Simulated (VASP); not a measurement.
# SiGe2C2 (P4/mmm) in VASP: single point with PBE

Aim: the single point of SiGe2C2 with PBE.

Everything below comes from runs of VASP 6.6.1. Logs are shortened: lines on timing, memory, paths and dates and some standing lists are left out, and cuts for length are marked.

**1. The cell of the first run**

It takes space group P4/mmm (No. 123, tetragonal). The conventional cell has a = 4.872 Å, b = 4.872 Å, c = 3.460 Å, α = 90.00°, β = 90.00°, γ = 90.00°. Si (site symmetry 4/mmm) has 2 C at 1.73 Å within 2.3 Å. Ge (site symmetry mmm) has 2 Si at 2.44 Å and 8 C at 2.99 Å within 3.2 Å. C (site symmetry 4/mmm) has 8 Ge at 2.99 Å and 6 C at 3.45 to 3.46 Å and 8 Si at 3.86 Å within 3.9 Å. Within 2.3 Å of C (site symmetry 4/mmm) lie 2 Si at 1.73 Å.

**2. Single point, PBE**

POSCAR

```
SiGe2C2
1.0
    4.8720066730      0.0000000000      0.0000000000
    0.0000000000      4.8720066730      0.0000000000
    0.0000000000      0.0000000000      3.4603309372
Si Ge C
1 2 2
Direct
    0.5000000000      0.5000000000      0.5000000000
    0.0000000000      0.5000000000      0.5000000000
    0.5000000000      0.0000000000      0.5000000000
    0.0000000000      0.0000000000      0.0000000000
    0.5000000000      0.5000000000      0.0000000000
```

INCAR.step1

```
PREC = Accurate
ENCUT = 520
EDIFF = 1E-6
ISMEAR = 0
SIGMA = 0.1
LREAL = F
LASPH = T
NELM = 120
ALGO = Normal
ISIF = 2
LWAVE = F
LCHARG = T
GGA = PE
NBANDS = 28
GGA_COMPAT = F
NEDOS = 2001
LORBIT = 11
```

KPOINTS.step1

```
Automatic mesh
0
Gamma
  8 8 12
```

INCAR.step2

```
PREC = Accurate
ENCUT = 520
EDIFF = 1E-6
ISMEAR = -5
SIGMA = 0.1
LREAL = F
LASPH = T
NELM = 120
ALGO = Normal
ISIF = 2
LWAVE = F
LCHARG = F
GGA = PE
LORBIT = 10
NBANDS = 28
NEDOS = 1001
ICHARG = 11
GGA_COMPAT = F
```

KPOINTS.step2

```
Automatic mesh
0
Gamma
  12 12 18
```

Potentials or basis: VASP PAW PBE potentials, release 64 (Si, Ge_d, C).

On the command line:

```sh
> cat potpaw_PBE.64/Si/POTCAR potpaw_PBE.64/Ge_d/POTCAR potpaw_PBE.64/C/POTCAR > POTCAR
> cp INCAR.step1 INCAR
> cp KPOINTS.step1 KPOINTS
> mpirun -np 1 vasp_std > vasp.out
> cp INCAR.step2 INCAR
> cp KPOINTS.step2 KPOINTS
> mpirun -np 1 vasp_std > vasp.out
```

OUTCAR:

```text
PREC = Accurate
   ENCUT = 520
   EDIFF = 1E-6
   ISMEAR = -5
   LREAL = F
   LASPH = T
   NELM = 120
   ISIF = 2
   GGA = PE
   LORBIT = 10
   ICHARG = 11

 ion  position               nearest neighbor table
   1  0.500  0.500  0.500-   5 1.73   5 1.73   2 2.44   3 2.44   3 2.44   2 2.44
   2  0.000  0.500  0.500-   1 2.44   1 2.44
   3  0.500  0.000  0.500-   1 2.44   1 2.44
   4  0.000  0.000  0.000-
   5  0.500  0.500  0.000-   1 1.73   1 1.73

  LATTYP: Found a simple tetragonal cell.
 ALAT       =     4.8720066730
 C/A-ratio  =     0.7102475775

  Lattice vectors:

 A1 = (   4.8720066730,   0.0000000000,   0.0000000000)
 A2 = (   0.0000000000,   4.8720066730,   0.0000000000)
 A3 = (   0.0000000000,   0.0000000000,   3.4603309372)

Analysis of symmetry for initial positions (statically):
=====================================================================
 Subroutine PRICEL returns:
 Original cell was already a primitive cell.

 Routine SETGRP: Setting up the symmetry group for a
 simple tetragonal supercell.

 Subroutine GETGRP returns: Found 16 space group operations
 (whereof 16 operations were pure point group operations)
 out of a pool of 16 trial point group operations.

The static configuration has the point symmetry D_4h.

Analysis of symmetry for dynamics (positions and initial velocities):
=====================================================================
 Subroutine PRICEL returns:
 Original cell was already a primitive cell.

 Routine SETGRP: Setting up the symmetry group for a
 simple tetragonal supercell.

 Subroutine GETGRP returns: Found 16 space group operations
 (whereof 16 operations were pure point group operations)
 out of a pool of 16 trial point group operations.

The dynamic configuration has the point symmetry D_4h.

 Subroutine INISYM returns: Found 16 space group operations
 (whereof 16 operations are pure point group operations),
 and found     1 'primitive' translations

----------------------------------------------------------------------------------------

                                     Primitive cell

  volume of cell :      82.1360

  direct lattice vectors                    reciprocal lattice vectors
     4.872006673  0.000000000  0.000000000     0.205254234  0.000000000  0.000000000
     0.000000000  4.872006673  0.000000000     0.000000000  0.205254234  0.000000000
     0.000000000  0.000000000  3.460330937     0.000000000  0.000000000  0.288989700

  length of vectors
     4.872006673  4.872006673  3.460330937     0.205254234  0.205254234  0.288989700

  position of ions in fractional coordinates (direct lattice)
     0.500000000  0.500000000  0.500000000
     0.000000000  0.500000000  0.500000000
     0.500000000  0.000000000  0.500000000
     0.000000000  0.000000000  0.000000000
     0.500000000  0.500000000  0.000000000

  ion indices of the primitive-cell ions
   primitive index   ion index
                 1           1
                 2           2
                 3           3
                 4           4
                 5           5

----------------------------------------------------------------------------------------

 KPOINTS: Automatic mesh

Automatic generation of k-mesh.
 Grid dimensions read from file:
 generate k-points for:   12   12   18

 Generating k-lattice:

  Cartesian coordinates                     Fractional coordinates (reciprocal lattice)
     0.017104520  0.000000000  0.000000000     0.083333333  0.000000000  0.000000000
     0.000000000  0.017104520  0.000000000     0.000000000  0.083333333  0.000000000
     0.000000000  0.000000000  0.016054983     0.000000000  0.000000000  0.055555556

  Length of vectors
     0.017104520  0.017104520  0.016054983

  Shift w.r.t. Gamma in fractional coordinates (k-lattice)
     0.000000000  0.000000000  0.000000000

 TETIRR: Found   3888 inequivalent tetrahedra from    15552

 Subroutine IBZKPT returns following result:
 ===========================================

 Found    280 irreducible k-points:

 Following reciprocal coordinates:
            Coordinates               Weight
  0.000000  0.000000  0.000000      1.000000
  0.083333  0.000000  0.000000      4.000000
  0.166667  0.000000  0.000000      4.000000
  0.250000  0.000000  0.000000      4.000000
  0.333333  0.000000  0.000000      4.000000
  0.416667  0.000000  0.000000      4.000000
[... 16 lines left out ...]
  0.333333  0.333333  0.000000      4.000000
  0.416667  0.333333  0.000000      8.000000
 [... further k-points ...]
   k-points           NKPTS =    280   k-points in BZ     NKDIM =    280   number of bands    NBANDS=     28
   number of dos      NEDOS =   1001   number of ions     NIONS =      5
   total plane-waves  NPLWV =  36288
   dimension x,y,z NGX =    36 NGY =   36 NGZ =   28
   dimension x,y,z NGXF=    72 NGYF=   72 NGZF=   56
   ions per type =               1   2   2
   NGX,Y,Z   is equivalent  to a cutoff of  12.28, 12.28, 13.45 a.u.
   NGXF,Y,Z  is equivalent  to a cutoff of  24.57, 24.57, 26.90 a.u.
 SYSTEM =  unknown system
   PREC   = accura    normal or accurate (medium, high low for compatibility)
   ISTART =      0    job   : 0-new  1-cont  2-samecut
   ICHARG =     11    charge: 1-file 2-atom 10-const
   ISPIN  =      1    spin polarized calculation?
   LNONCOLLINEAR =      F non collinear calculations
   LSORBIT =      F    spin-orbit coupling
   LASPH  =      T    aspherical Exc in radial PAW
   ENCUT  =  520.0 eV  38.22 Ry    6.18 a.u.   9.06  9.06  6.43*2*pi/ulx,y,z
   NELM   =    120;   NELMIN=  2; NELMDL=  0     # of ELM steps
   EDIFF  = 0.1E-05   stopping-criterion for ELM
   LREAL  =      F    real-space projection
[... 7 lines left out ...]
   TEBEG  =    0.0;   TEEND  =   0.0 temperature during run
   PSTRESS=    0.0 pullay stress
   NELECT =      40.0000    total number of electrons
   NUPDOWN=      -1.0000    fix difference up-down
   EMIN   =  10.00;   EMAX   =-10.00  energy-range for DOS
   EFERMI =   0.00;   METHOD = LEGACY
   ISMEAR =    -5;   SIGMA  =   0.10  broadening in eV -4-tet -1-fermi 0-gaus
   EFERMI_NEDOS =   21; number of points for ismear=-14 and -15
   IALGO  =     38    algorithm
   IMIX   =      4    mixing-type and parameters
     AMIX     =   0.40;   BMIX     =  1.00
     AMIX_MAG =   1.60;   BMIX_MAG =  1.00
  volume/ion in A,a.u.               =      16.43       110.86
  Fermi-wavevector in a.u.,A,eV,Ry     =   1.288003  2.433974 22.571425  1.658953
  Thomas-Fermi vector in A             =   2.419984
   LORBIT       =     10    0 simple, 1 ext, 2 COOP (PROOUT), +10 PAW based schemes
   GGA     = PE    functional components
   LHFCALC =     F    Hartree Fock is set to
   AEXX    =    0.0000 exact exchange contribution
   IVDW    =     0    specifies the selected vdW correction
   LEPSILON=     F    determine dielectric tensor
   LRPA    =     F    only Hartree local field effects (RPA)
 non-spin polarized calculation
 Fermi weights with tetrahedron method with Bloechl corrections
  energy-cutoff  :      520.00
  volume of cell :       82.14
 maximum number of plane-waves:      2248

 number of electron      39.9999964 magnetization

 Free energy of the ion-electron system (eV)
  ---------------------------------------------------
  ext. energy  EPLUGINS =         0.00000000
  ---------------------------------------------------
  free energy    TOTEN  =       -22.69911693 eV

  energy without entropy =      -22.69911693  energy(sigma->0) =      -22.69911693

 E-fermi :   4.7607     XC(G=0): -10.3754

 val. band max:        4.8573732144   @ k =   0.2500   0.2500   0.2222
 cond. band min:       4.6352650929   @ k =   0.0000   0.0000   0.3333
 fundamental gap:     -0.2221081215
 Fermi energy:         4.7606850125

 k-point     1 :       0.0000    0.0000    0.0000
  band No.  band energies     occupation
      1     -20.0039      2.00000
      2     -19.9894      2.00000
      3     -19.9734      2.00000
      4     -19.9734      2.00000
      5     -19.9435      2.00000
      6     -19.9251      2.00000
[... 20 lines left out ...]
     27       9.7432      0.00000
     28       9.7432      0.00000

 k-point     2 :       0.0833    0.0000    0.0000
  band No.  band energies     occupation
      1     -20.0036      2.00000
      2     -19.9897      2.00000
      3     -19.9734      2.00000
      4     -19.9733      2.00000
      5     -19.9430      2.00000
      6     -19.9251      2.00000
[... 20 lines left out ...]
     27       9.6182      0.00000
     28      10.1513      0.00000

 k-point     3 :       0.1667    0.0000    0.0000
  band No.  band energies     occupation
      1     -20.0028      2.00000
      2     -19.9903      2.00000
      3     -19.9734      2.00000
      4     -19.9733      2.00000
      5     -19.9413      2.00000
      6     -19.9252      2.00000
[... 20 lines left out ...]
     27       9.4773      0.00000
     28      10.8650      0.00000

 k-point     4 :       0.2500    0.0000    0.0000
  band No.  band energies     occupation
      1     -20.0015      2.00000
      2     -19.9914      2.00000
      3     -19.9733      2.00000
      4     -19.9733      2.00000
      5     -19.9387      2.00000
      6     -19.9253      2.00000
[... 578 lines left out ...]
     27       9.9710      0.00000
     28      10.9858      0.00000

 k-point    23 :       0.3333    0.3333    0.0000
  band No.  band energies     occupation
      1     -19.9986      2.00000
      2     -19.9950      2.00000
      3     -19.9759      2.00000
      4     -19.9707      2.00000
      5     -19.9313      2.00000
      6     -19.9289      2.00000
[... 20 lines left out ...]
     27       9.2953      0.00000
     28      11.8722      0.00000

 k-point    24 :       0.4167    0.3333    0.0000
  band No.  band energies     occupation
      1     -19.9978      2.00000
      2     -19.9960      2.00000
      3     -19.9762      2.00000
      4     -19.9704      2.00000
      5     -19.9295      2.00000
      6     -19.9293      2.00000
[... 20 lines left out ...]
     27       9.6792      0.00000
     28      11.2224      0.00000

 [... further k-points ...]

------------------------ aborting loop because EDIFF is reached ----------------------------------------

  FORCE on cell =-STRESS in cart. coord.  units (eV):
  Direction    XX          YY          ZZ          XY          YZ          ZX
  --------------------------------------------------------------------------------------
  -------------------------------------------------------------------------------------
  Total        0.0271337      0.0271337     -0.3770659      0.0000000      0.0000000      0.0000000
  in kB        0.5292812      0.5292812     -7.3551996      0.0000000      0.0000000      0.0000000
  external PRESSURE =      -2.0988791 kB  Pullay stress =       0.0000000 kB

 VOLUME and BASIS-vectors are now :
 -----------------------------------------------------------------------------
  energy-cutoff  :      520.00
  volume of cell :       82.14
      direct lattice vectors                 reciprocal lattice vectors
     4.872006673  0.000000000  0.000000000     0.205254234  0.000000000  0.000000000
     0.000000000  4.872006673  0.000000000     0.000000000  0.205254234  0.000000000
     0.000000000  0.000000000  3.460330937     0.000000000  0.000000000  0.288989700

 POSITION                                       TOTAL-FORCE (eV/Angst)
 -----------------------------------------------------------------------------------
      2.43600      2.43600      1.73017         0.000000      0.000000      0.000000
      0.00000      2.43600      1.73017         0.000000      0.000000      0.000000
      2.43600      0.00000      1.73017         0.000000      0.000000      0.000000
      0.00000      0.00000      0.00000         0.000000      0.000000      0.000000
      2.43600      2.43600      0.00000         0.000000      0.000000      0.000000
 -----------------------------------------------------------------------------------
    total drift:                                0.000000     -0.000000      0.000000

  FREE ENERGIE OF THE ION-ELECTRON SYSTEM (eV)
  ---------------------------------------------------
  free  energy   TOTEN  =       -22.6991169325 eV

  energy  without entropy=      -22.6991169325  energy(sigma->0) =      -22.69911693

 total charge

# of ion       s       p       d       tot
------------------------------------------
    1        0.717   1.037   0.000   1.754
    2        1.279   0.851  10.010  12.140
    3        1.279   0.851  10.010  12.140
    4        1.012   0.990   0.000   2.002
    5        0.956   1.454   0.000   2.411
--------------------------------------------------
tot          5.243   5.184  20.020  30.447
```

Wall time 13 min (1 thread of Oxide Virtual Turin-like, shared host); peak memory 0.58 GiB.

Results:

```yaml
Valence_electrons_inside_the_program's_atomic_spheres: Si 1.75; Ge 12.14; C 2.00, 2.41
```
